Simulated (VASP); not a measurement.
# Zn (Fm-3m) in VASP: further runs

Zn is run at these levels: PBE; tasks: single point.

Everything below comes from runs of VASP 6.6.1. Logs are shortened: lines on timing, memory, paths and dates and some standing lists are left out, and cuts for length are marked.

## (1) The cell of the first run

It takes space group Fm-3m (No. 225, cubic). The conventional cell has a = 4.000 Å, b = 4.000 Å, c = 4.000 Å, α = 90.00°, β = 90.00°, γ = 90.00°. Zn (site symmetry m-3m) has 12 Zn at 2.83 Å within 3.7 Å.

## (2) Single point, PBE (Cd replaced by Zn, lengths x 0.908, strained)

Contents of INCAR:

```
PREC = Accurate
ENCUT = 520
EDIFF = 1E-6
ISMEAR = 0
SIGMA = 0.1
LREAL = F
LASPH = T
NELM = 80
ALGO = Normal
ISIF = 2
LWAVE = F
LCHARG = T
GGA = PE
LELF = T
LVHAR = T
NBANDS = 12
```

Contents of KPOINTS:

```
regular mesh
0
Gamma
  8 8 8
```

Contents of POSCAR:

```
Zn
1.0
    0.0000000000      2.0001716195      2.0001716195
    2.0001716195      0.0000000000      2.0001716195
    2.0001716195      2.0001716195      0.0000000000
Zn
1
Direct
    0.0000000000      0.0000000000      0.0000000000
```

Potentials or basis: VASP PAW PBE potentials, release 64 (Zn).

The run is started by

```bash
cat potpaw_PBE.64/Zn/POTCAR > POTCAR
mpirun -np 1 vasp_std > vasp.out
```

OUTCAR:

```text
PREC = Accurate
   ENCUT = 520
   EDIFF = 1E-6
   ISMEAR = 0
   LREAL = F
   LASPH = T
   NELM = 80
   ISIF = 2
   GGA = PE

 ion  position               nearest neighbor table
   1  0.000  0.000  0.000-

  LATTYP: Found a face centered cubic cell.
 ALAT       =     4.0003432390

  Lattice vectors:

 A1 = (   0.0000000000,   2.0001716195,   2.0001716195)
 A2 = (   2.0001716195,   0.0000000000,   2.0001716195)
 A3 = (   2.0001716195,   2.0001716195,   0.0000000000)

Analysis of symmetry for initial positions (statically):
=====================================================================
 Subroutine PRICEL returns:
 Original cell was already a primitive cell.

 Routine SETGRP: Setting up the symmetry group for a
 face centered cubic supercell.

 Subroutine GETGRP returns: Found 48 space group operations
 (whereof 48 operations were pure point group operations)
 out of a pool of 48 trial point group operations.

The static configuration has the point symmetry O_h .

Analysis of symmetry for dynamics (positions and initial velocities):
=====================================================================
 Subroutine PRICEL returns:
 Original cell was already a primitive cell.

 Routine SETGRP: Setting up the symmetry group for a
 face centered cubic supercell.

 Subroutine GETGRP returns: Found 48 space group operations
 (whereof 48 operations were pure point group operations)
 out of a pool of 48 trial point group operations.

The dynamic configuration has the point symmetry O_h .

 Subroutine INISYM returns: Found 48 space group operations
 (whereof 48 operations are pure point group operations),
 and found     1 'primitive' translations

----------------------------------------------------------------------------------------

                                     Primitive cell

  volume of cell :      16.0041

  direct lattice vectors                    reciprocal lattice vectors
     0.000000000  2.000171620  2.000171620    -0.249978549  0.249978549  0.249978549
     2.000171620  0.000000000  2.000171620     0.249978549 -0.249978549  0.249978549
     2.000171620  2.000171620  0.000000000     0.249978549  0.249978549 -0.249978549

  length of vectors
     2.828669831  2.828669831  2.828669831     0.432975548  0.432975548  0.432975548

  position of ions in fractional coordinates (direct lattice)
     0.000000000  0.000000000  0.000000000

  ion indices of the primitive-cell ions
   primitive index   ion index
                 1           1

----------------------------------------------------------------------------------------
[... 76 lines left out ...]
   ISIF   =      2    stress and relaxation
   ISYM   =      2    0-nonsym 1-usesym 2-fastsym
   POTIM  = 0.5000    time-step for ionic-motion
   TEBEG  =    0.0;   TEEND  =   0.0 temperature during run
   PSTRESS=    0.0 pullay stress
   NELECT =      12.0000    total number of electrons
   NUPDOWN=      -1.0000    fix difference up-down
   EMIN   =  10.00;   EMAX   =-10.00  energy-range for DOS
   EFERMI =   0.00;   METHOD = LEGACY
   ISMEAR =     0;   SIGMA  =   0.10  broadening in eV -4-tet -1-fermi 0-gaus
   EFERMI_NEDOS =   21; number of points for ismear=-14 and -15
   IALGO  =     38    algorithm
   IMIX   =      4    mixing-type and parameters
     AMIX     =   0.40;   BMIX     =  1.00
     AMIX_MAG =   1.60;   BMIX_MAG =  1.00
  volume/ion in A,a.u.               =      16.00       108.00
  Fermi-wavevector in a.u.,A,eV,Ry     =   1.487275  2.810542 30.095915  2.211987
  Thomas-Fermi vector in A             =   2.600456
   LORBIT       =      0    0 simple, 1 ext, 2 COOP (PROOUT), +10 PAW based schemes
   GGA     = PE    functional components
   LHFCALC =     F    Hartree Fock is set to
   AEXX    =    0.0000 exact exchange contribution
   IVDW    =     0    specifies the selected vdW correction
   LEPSILON=     F    determine dielectric tensor
   LRPA    =     F    only Hartree local field effects (RPA)
 non-spin polarized calculation
 Gauss-broadening in eV      SIGMA  =   0.10
  energy-cutoff  :      520.00
  volume of cell :       16.00
 maximum number of plane-waves:       445
 NGX is ok and might be reduce to    24
   NGX = 11   NGY = 11   NGZ = 11

 number of electron      11.9999990 magnetization

 Free energy of the ion-electron system (eV)
  ---------------------------------------------------
  ext. energy  EPLUGINS =         0.00000000
  ---------------------------------------------------
  free energy    TOTEN  =        -1.07351422 eV

  energy without entropy =       -1.07043332  energy(sigma->0) =       -1.07197377

 E-fermi :   2.3551     XC(G=0): -11.2989

 val. band max:        2.2378705216   @ k =  -0.3750   0.3750   0.1250
 cond. band min:       2.4197152651   @ k =   0.5000   0.1250   0.0000
 fundamental gap:      0.1818447435
 Fermi energy:         2.3551457678

 k-point     1 :       0.0000    0.0000    0.0000
  band No.  band energies     occupation
      1      -7.2224      2.00000
      2      -4.7700      2.00000
      3      -4.7700      2.00000
      4      -4.7700      2.00000
      5      -4.4268      2.00000
      6      -4.4268      2.00000
      7      20.2465      0.00000
      8      20.2465      0.00000
      9      20.2465      0.00000
     10      21.2056      0.00000
     11      23.1022      0.00000
     12      23.1022      0.00000
[... 331 lines left out ...]
 k-point    24 :      -0.3750    0.2500    0.1250
  band No.  band energies     occupation
      1      -5.1133      2.00000
      2      -4.9094      2.00000
      3      -4.5789      2.00000
      4      -4.5537      2.00000
      5      -4.1896      2.00000
      6       1.6796      2.00000
      7       2.0746      1.99993
      8      11.0992      0.00000
      9      11.7819      0.00000
     10      19.8484      0.00000
     11      22.6986      0.00000
     12      30.0546      0.00000

 [... further k-points ...]
[... 5 lines left out ...]
  --------------------------------------------------------------------------------------
  -------------------------------------------------------------------------------------
  Total       -0.2714392     -0.2714392     -0.2714392      0.0000000      0.0000000     -0.0000000
  in kB      -27.1738640    -27.1738640    -27.1738640      0.0000000      0.0000000     -0.0000000
  external PRESSURE =     -27.1738640 kB  Pullay stress =       0.0000000 kB

 VOLUME and BASIS-vectors are now :
 -----------------------------------------------------------------------------
  energy-cutoff  :      520.00
  volume of cell :       16.00
      direct lattice vectors                 reciprocal lattice vectors
     0.000000000  2.000171620  2.000171620    -0.249978549  0.249978549  0.249978549
     2.000171620  0.000000000  2.000171620     0.249978549 -0.249978549  0.249978549
     2.000171620  2.000171620  0.000000000     0.249978549  0.249978549 -0.249978549

 POSITION                                       TOTAL-FORCE (eV/Angst)
 -----------------------------------------------------------------------------------
      0.00000      0.00000      0.00000         0.000000      0.000000      0.000000
 -----------------------------------------------------------------------------------
    total drift:                               -0.000000      0.000000     -0.000000

  FREE ENERGIE OF THE ION-ELECTRON SYSTEM (eV)
  ---------------------------------------------------
  free  energy   TOTEN  =        -1.0735142166 eV

  energy  without entropy=       -1.0704333182  energy(sigma->0) =       -1.07197377
```

stdout:

```text
POSCAR found type information on POSCAR Zn
 POSCAR found :  1 types and       1 ions
 scaLAPACK will be used
 LDA part: xc-table for (Slater+PW92), standard interpolation
 POSCAR, INCAR and KPOINTS ok, starting setup
 FFT: planning ... GRIDC
 FFT: planning ... GRID_SOFT
 FFT: planning ... GRID
 WAVECAR not read
 entering main loop
```

Run time: 3 s. Hardware: 1 thread of Intel Xeon Platinum 8559C (Emerald Rapids), shared host; peak memory 0.13 GiB.

Results:

| Property | Result |
| --- | --- |
| Free energy | -1.0735 eV |
| Pressure | -2.7 GPa |
| Band gap on the k mesh | zero (band 6 reaches 4.93 eV, above the bottom of band 7 at 1.25 eV) |

Caveat: the cell differs from its parent crystal (Cd replaced by Zn, lengths x 0.908, strained).

(Continued in part 2 of 2.)
